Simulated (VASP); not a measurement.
# CuI (Marshite) (F-43m) in VASP: further runs

CuI (Marshite) is run at these levels: PBEsol+U; tasks: single point.

Program: VASP 6.6.1. These are calculated values, not measurements. Logs are shortened: lines on timing, memory, paths and dates and some standing lists are left out, and cuts for length are marked.

## Step 1: The cell of the first run

It takes space group F-43m (No. 216, cubic). Conventional cell: a = 6.063 Å, b = 6.063 Å, c = 6.063 Å, α = 90.00°, β = 90.00°, γ = 90.00°. I (site symmetry -43m) has 4 Cu at 2.63 Å within 3.5 Å. Cu (site symmetry -43m) has 4 I at 2.63 Å within 3.5 Å.

## Step 2: Single point, PBEsol+U

Input file INCAR:

```
PREC = Accurate
ENCUT = 520
EDIFF = 1E-6
ISMEAR = -1
SIGMA = 0.05
LREAL = F
LASPH = T
NELM = 150
ALGO = Normal
ISIF = 2
LWAVE = F
LCHARG = F
LMAXMIX = 4
LDAU = T
LDAUTYPE = 2
LDAUL = -1 2
LDAUU = 0 2
LDAUJ = 0 0
LDAUPRINT = 1
GGA = PS
NBANDS = 16
```

Input file KPOINTS:

```
regular mesh
0
Gamma
  8 8 8
```

Input file POSCAR:

```
CuI
1.0
    0.0000000000      3.0315000000      3.0315000000
    3.0315000000      0.0000000000      3.0315000000
    3.0315000000      3.0315000000      0.0000000000
I Cu
1 1
Direct
    0.0000000000      0.0000000000      0.0000000000
    0.7500000000      0.7500000000      0.7500000000
```

Potentials or basis: VASP PAW PBE potentials, release 64 (I, Cu).

Command:

```sh
$ cat potpaw_PBE.64/I/POTCAR potpaw_PBE.64/Cu/POTCAR > POTCAR
$ mpirun -np 1 vasp_std > vasp.out
```

OUTCAR:

```text
PREC = Accurate
   ENCUT = 520
   EDIFF = 1E-6
   ISMEAR = -1
   LREAL = F
   LASPH = T
   NELM = 150
   ISIF = 2
   GGA = PS

 ion  position               nearest neighbor table
   1  0.000  0.000  0.000-   2 2.63   2 2.63   2 2.63   2 2.63
   2  0.750  0.750  0.750-   1 2.63   1 2.63   1 2.63   1 2.63

  LATTYP: Found a face centered cubic cell.
 ALAT       =     6.0630000000

  Lattice vectors:

 A1 = (   0.0000000000,   3.0315000000,   3.0315000000)
 A2 = (   3.0315000000,   0.0000000000,   3.0315000000)
 A3 = (   3.0315000000,   3.0315000000,   0.0000000000)

Analysis of symmetry for initial positions (statically):
=====================================================================
 Subroutine PRICEL returns:
 Original cell was already a primitive cell.

 Routine SETGRP: Setting up the symmetry group for a
 face centered cubic supercell.

 Subroutine GETGRP returns: Found 24 space group operations
 (whereof 24 operations were pure point group operations)
 out of a pool of 48 trial point group operations.

The static configuration has the point symmetry T_d .

Analysis of symmetry for dynamics (positions and initial velocities):
=====================================================================
 Subroutine PRICEL returns:
 Original cell was already a primitive cell.

 Routine SETGRP: Setting up the symmetry group for a
 face centered cubic supercell.

 Subroutine GETGRP returns: Found 24 space group operations
 (whereof 24 operations were pure point group operations)
 out of a pool of 48 trial point group operations.

The dynamic configuration has the point symmetry T_d .

 Subroutine INISYM returns: Found 24 space group operations
 (whereof 24 operations are pure point group operations),
 and found     1 'primitive' translations

----------------------------------------------------------------------------------------

                                     Primitive cell

  volume of cell :      55.7189

  direct lattice vectors                    reciprocal lattice vectors
     0.000000000  3.031500000  3.031500000    -0.164934851  0.164934851  0.164934851
     3.031500000  0.000000000  3.031500000     0.164934851 -0.164934851  0.164934851
     3.031500000  3.031500000  0.000000000     0.164934851  0.164934851 -0.164934851

  length of vectors
     4.287188414  4.287188414  4.287188414     0.285675541  0.285675541  0.285675541

  position of ions in fractional coordinates (direct lattice)
     0.000000000  0.000000000  0.000000000
     0.750000000  0.750000000  0.750000000

  ion indices of the primitive-cell ions
   primitive index   ion index
                 1           1
                 2           2

----------------------------------------------------------------------------------------

 KPOINTS: regular mesh

Automatic generation of k-mesh.
 Grid dimensions read from file:
 generate k-points for:    8    8    8

 Generating k-lattice:

  Cartesian coordinates                     Fractional coordinates (reciprocal lattice)
    -0.020616856  0.020616856  0.020616856     0.125000000  0.000000000  0.000000000
     0.020616856 -0.020616856  0.020616856     0.000000000  0.125000000  0.000000000
     0.020616856  0.020616856 -0.020616856     0.000000000  0.000000000  0.125000000

  Length of vectors
     0.035709443  0.035709443  0.035709443

  Shift w.r.t. Gamma in fractional coordinates (k-lattice)
     0.000000000  0.000000000  0.000000000

 Subroutine IBZKPT returns following result:
 ===========================================

 Found     29 irreducible k-points:

 Following reciprocal coordinates:
            Coordinates               Weight
  0.000000  0.000000  0.000000      1.000000
  0.125000  0.000000  0.000000      8.000000
  0.250000  0.000000  0.000000      8.000000
  0.375000  0.000000  0.000000      8.000000
  0.500000  0.000000  0.000000      4.000000
  0.125000  0.125000  0.000000      6.000000
[... 16 lines left out ...]
  0.500000  0.250000  0.125000     48.000000
 -0.375000  0.250000  0.125000     24.000000
 [... further k-points ...]
   k-points           NKPTS =     29   k-points in BZ     NKDIM =     29   number of bands    NBANDS=     16
   number of dos      NEDOS =    301   number of ions     NIONS =      2
   total plane-waves  NPLWV =  32768
   dimension x,y,z NGX =    32 NGY =   32 NGZ =   32
   dimension x,y,z NGXF=    64 NGYF=   64 NGZF=   64
   ions per type =               1   1
   NGX,Y,Z   is equivalent  to a cutoff of  12.41, 12.41, 12.41 a.u.
   NGXF,Y,Z  is equivalent  to a cutoff of  24.82, 24.82, 24.82 a.u.
 SYSTEM =  unknown system
   PREC   = accura    normal or accurate (medium, high low for compatibility)
   ISTART =      0    job   : 0-new  1-cont  2-samecut
   ICHARG =      2    charge: 1-file 2-atom 10-const
   ISPIN  =      1    spin polarized calculation?
   LNONCOLLINEAR =      F non collinear calculations
   LSORBIT =      F    spin-orbit coupling
   LASPH  =      T    aspherical Exc in radial PAW
   ENCUT  =  520.0 eV  38.22 Ry    6.18 a.u.   7.97  7.97  7.97*2*pi/ulx,y,z
   NELM   =    150;   NELMIN=  2; NELMDL= -5     # of ELM steps
   EDIFF  = 0.1E-05   stopping-criterion for ELM
   LREAL  =      F    real-space projection
   EDIFFG = 0.1E-04   stopping-criterion for IOM
   NSW    =      0    number of steps for IOM
   IBRION =     -1    ionic relax: 0-MD 1-quasi-New 2-CG
   NFREE  =      0    steps in history (QN), initial steepest desc. (CG)
   ISIF   =      2    stress and relaxation
   ISYM   =      2    0-nonsym 1-usesym 2-fastsym
   POTIM  = 0.5000    time-step for ionic-motion
   TEBEG  =    0.0;   TEEND  =   0.0 temperature during run
   PSTRESS=    0.0 pullay stress
   NELECT =      18.0000    total number of electrons
   NUPDOWN=      -1.0000    fix difference up-down
   EMIN   =  10.00;   EMAX   =-10.00  energy-range for DOS
   EFERMI =   0.00;   METHOD = LEGACY
   ISMEAR =    -1;   SIGMA  =   0.05  broadening in eV -4-tet -1-fermi 0-gaus
   EFERMI_NEDOS =   21; number of points for ismear=-14 and -15
   IALGO  =     38    algorithm
   IMIX   =      4    mixing-type and parameters
     AMIX     =   0.40;   BMIX     =  1.00
     AMIX_MAG =   1.60;   BMIX_MAG =  1.00
  volume/ion in A,a.u.               =      27.86       188.00
  Fermi-wavevector in a.u.,A,eV,Ry     =   1.123306  2.122741 17.168055  1.261816
  Thomas-Fermi vector in A             =   2.259971
   LORBIT       =      0    0 simple, 1 ext, 2 COOP (PROOUT), +10 PAW based schemes
 LDA+U is selected, type is set to LDAUTYPE =  2
   angular momentum for each species LDAUL =    -1    2
   U (eV)           for each species LDAUU =   0.0  2.0
   J (eV)           for each species LDAUJ =   0.0  0.0
   GGA     = PS    functional components
   LHFCALC =     F    Hartree Fock is set to
   AEXX    =    0.0000 exact exchange contribution
   IVDW    =     0    specifies the selected vdW correction
   LEPSILON=     F    determine dielectric tensor
   LRPA    =     F    only Hartree local field effects (RPA)
 non-spin polarized calculation
  energy-cutoff  :      520.00
  volume of cell :       55.72
 maximum number of plane-waves:      1524
   NGX = 15   NGY = 15   NGZ = 15

atom =   2  type =  2  l = 2

 onsite density matrix

spin component  1

  0.9436  0.0000  0.0000  0.0000 -0.0000
  0.0000  0.9436 -0.0000  0.0000  0.0000
  0.0000 -0.0000  0.9372 -0.0000  0.0000
  0.0000  0.0000 -0.0000  0.9436 -0.0000
 -0.0000  0.0000  0.0000 -0.0000  0.9372

spin component  2

  0.9436  0.0000  0.0000  0.0000 -0.0000
  0.0000  0.9436 -0.0000  0.0000  0.0000
  0.0000 -0.0000  0.9372 -0.0000  0.0000
  0.0000  0.0000 -0.0000  0.9436 -0.0000
 -0.0000  0.0000  0.0000 -0.0000  0.9372

 occupancies and eigenvectors

  o =  0.9372  v =  0.0000  0.0000 -0.9952  0.0000  0.0983  0.0000  0.0000  0.0000  0.0000  0.0000      0.0000  0.0000  0.0000  0.0000  0.0000  0.0000  0.0000  0.0000  0.0000  0.0000
  o =  0.9372  v =  0.0000  0.0000  0.0000  0.0000  0.0000  0.0000  0.0000 -0.9952  0.0000  0.0983      0.0000  0.0000  0.0000  0.0000  0.0000  0.0000  0.0000  0.0000  0.0000  0.0000
  o =  0.9372  v =  0.0000 -0.0000  0.0983 -0.0000  0.9952  0.0000  0.0000  0.0000  0.0000  0.0000      0.0000  0.0000  0.0000  0.0000  0.0000  0.0000  0.0000  0.0000  0.0000  0.0000
  o =  0.9372  v =  0.0000  0.0000  0.0000  0.0000  0.0000  0.0000 -0.0000  0.0983 -0.0000  0.9952      0.0000  0.0000  0.0000  0.0000  0.0000  0.0000  0.0000  0.0000  0.0000  0.0000
  o =  0.9436  v =  0.0000  0.0000  0.0000  0.0000  0.0000  0.0000 -0.9760 -0.0000 -0.2179 -0.0000      0.0000  0.0000  0.0000  0.0000  0.0000  0.0000  0.0000  0.0000  0.0000  0.0000
  o =  0.9436  v =  0.0000 -0.9760 -0.0000 -0.2179 -0.0000  0.0000  0.0000  0.0000  0.0000  0.0000      0.0000  0.0000  0.0000  0.0000  0.0000  0.0000  0.0000  0.0000  0.0000  0.0000
  o =  0.9436  v =  0.0000  0.0000  0.0000  0.0000  0.0000  0.0000  0.2179 -0.0000 -0.9760  0.0000      0.0000  0.0000  0.0000  0.0000  0.0000  0.0000  0.0000  0.0000  0.0000  0.0000
  o =  0.9436  v =  0.0000  0.2179 -0.0000 -0.9760  0.0000  0.0000  0.0000  0.0000  0.0000  0.0000      0.0000  0.0000  0.0000  0.0000  0.0000  0.0000  0.0000  0.0000  0.0000  0.0000
  o =  0.9436  v =  1.0000  0.0000  0.0000  0.0000  0.0000  0.0000  0.0000  0.0000  0.0000  0.0000      0.0000  0.0000  0.0000  0.0000  0.0000  0.0000  0.0000  0.0000  0.0000  0.0000
  o =  0.9436  v =  0.0000  0.0000  0.0000  0.0000  0.0000  1.0000  0.0000  0.0000  0.0000  0.0000      0.0000  0.0000  0.0000  0.0000  0.0000  0.0000  0.0000  0.0000  0.0000  0.0000

 number of electron      18.0000014 magnetization

 Free energy of the ion-electron system (eV)
  ---------------------------------------------------
  ext. energy  EPLUGINS =         0.00000000
  ---------------------------------------------------
  free energy    TOTEN  =        -5.71237729 eV

  energy without entropy =       -5.71237727  energy(sigma->0) =       -5.71237728

 E-fermi :   4.7329     XC(G=0):  -9.1168

 val. band max:        4.0253743440   @ k =   0.0000   0.0000   0.0000
 cond. band min:       5.3614068281   @ k =   0.0000   0.0000   0.0000
 fundamental gap:      1.3360324841
 Fermi energy:         4.7329336138

 k-point     1 :       0.0000    0.0000    0.0000
  band No.  band energies     occupation
      1      -9.7374      2.00000
      2       0.4052      2.00000
      3       0.4052      2.00000
      4       0.4052      2.00000
      5       1.9507      2.00000
      6       1.9507      2.00000
[... 8 lines left out ...]
     15      13.8010      0.00000
     16      13.8010      0.00000

 k-point     2 :       0.1250    0.0000    0.0000
  band No.  band energies     occupation
      1      -9.6655      2.00000
      2       0.1660      2.00000
      3       0.4169      2.00000
      4       0.4169      2.00000
      5       1.9449      2.00000
      6       1.9449      2.00000
[... 8 lines left out ...]
     15      13.1177      0.00000
     16      13.1265      0.00000

 k-point     3 :       0.2500    0.0000    0.0000
  band No.  band energies     occupation
      1      -9.4814      2.00000
      2      -0.4345      2.00000
      3       0.4426      2.00000
      4       0.4426      2.00000
      5       1.9417      2.00000
      6       1.9417      2.00000
[... 8 lines left out ...]
     15      12.9162      0.00000
     16      13.0650      0.00000

 k-point     4 :       0.3750    0.0000    0.0000
  band No.  band energies     occupation
      1      -9.2798      2.00000
      2      -1.0481      2.00000
      3       0.4634      2.00000
      4       0.4634      2.00000
      5       1.9587      2.00000
      6       1.9587      2.00000
[... 8 lines left out ...]
     15      13.8562      0.00000
     16      13.8562      0.00000
[... 324 lines left out ...]
 k-point    22 :       0.3750    0.2500    0.1250
  band No.  band energies     occupation
      1      -9.3387      2.00000
      2      -0.6187      2.00000
      3       0.2821      2.00000
      4       0.4545      2.00000
      5       1.8866      2.00000
      6       1.9844      2.00000
[... 8 lines left out ...]
     15      14.4955      0.00000
     16      15.5371      0.00000

 k-point    23 :       0.5000    0.2500    0.1250
  band No.  band energies     occupation
      1      -9.1716      2.00000
      2      -0.9142      2.00000
      3       0.0930      2.00000
      4       0.4654      2.00000
      5       1.9079      2.00000
      6       1.9640      2.00000
[... 8 lines left out ...]
     15      14.8584      0.00000
     16      15.6564      0.00000

 k-point    24 :      -0.3750    0.2500    0.1250
  band No.  band energies     occupation
      1      -9.0984      2.00000
      2      -1.0391      2.00000
      3       0.0010      2.00000
      4       0.4651      2.00000
      5       1.8863      2.00000
      6       1.9612      2.00000
[... 8 lines left out ...]
     15      14.9081      0.00000
     16      15.5350      0.00000

 [... further k-points ...]
[... 5 lines left out ...]
  --------------------------------------------------------------------------------------
  -------------------------------------------------------------------------------------
  Total       -0.7827989     -0.7827989     -0.7827989     -0.0000000      0.0000000     -0.0000000
  in kB      -22.5090972    -22.5090972    -22.5090972     -0.0000000      0.0000000     -0.0000000
  external PRESSURE =     -22.5090972 kB  Pullay stress =       0.0000000 kB

 VOLUME and BASIS-vectors are now :
 -----------------------------------------------------------------------------
  energy-cutoff  :      520.00
  volume of cell :       55.72
      direct lattice vectors                 reciprocal lattice vectors
     0.000000000  3.031500000  3.031500000    -0.164934851  0.164934851  0.164934851
     3.031500000  0.000000000  3.031500000     0.164934851 -0.164934851  0.164934851
     3.031500000  3.031500000  0.000000000     0.164934851  0.164934851 -0.164934851

 POSITION                                       TOTAL-FORCE (eV/Angst)
 -----------------------------------------------------------------------------------
      0.00000      0.00000      0.00000         0.000000      0.000000      0.000000
      4.54725      4.54725      4.54725        -0.000000     -0.000000     -0.000000
 -----------------------------------------------------------------------------------
    total drift:                               -0.000000     -0.000000     -0.000000

  FREE ENERGIE OF THE ION-ELECTRON SYSTEM (eV)
  ---------------------------------------------------
  free  energy   TOTEN  =        -5.7123772905 eV

  energy  without entropy=       -5.7123772703  energy(sigma->0) =       -5.71237728
```

Wall time 8.7 s (1 thread of Intel Xeon 6975P-C (Granite Rapids), shared host); peak memory 0.18 GiB.

Results:

```yaml
Free_energy: -5.7124 eV
Pressure: -2.3 GPa
Band_gap_on_the_k_mesh: 1.34 eV, direct
```

Levels at points of the mesh, in eV from the valence-band top:
| k point | band 5 | band 6 | band 7 | band 8 | band 9 | band 10 | band 11 | band 12 | band 13 | band 14 |
| --- | --- | --- | --- | --- | --- | --- | --- | --- | --- | --- |
| (0.00, 0.00, 0.00) | -2.07 | -2.07 | 0.00 | 0.00 | 0.00 | 1.34 | 5.13 | 5.13 | 5.13 | 8.33 |
| (0.50, 0.00, 0.00) | -2.05 | -2.05 | -2.01 | -0.73 | -0.73 | 2.37 | 5.62 | 5.62 | 7.50 | 9.27 |
| (0.50, 0.50, 0.00) | -2.08 | -1.99 | -1.97 | -1.65 | -1.65 | 2.83 | 3.10 | 9.34 | 10.00 | 10.00 |

Eigenvalues of the final occupation matrices:
| site | spin | trace | eigenvalues |
| --- | --- | --- | --- |
| site 2 d | 1 | 4.71 | 0.94 0.94 0.94 0.94 0.94 |
| site 2 d | 2 | 4.71 | 0.94 0.94 0.94 0.94 0.94 |

Caveat: the PAW data sets were made with another functional, which shifts forces and pressure a little; spin-orbit coupling is left out, which moves the levels of the heavy elements.

(Continued in part 2 of 3.)
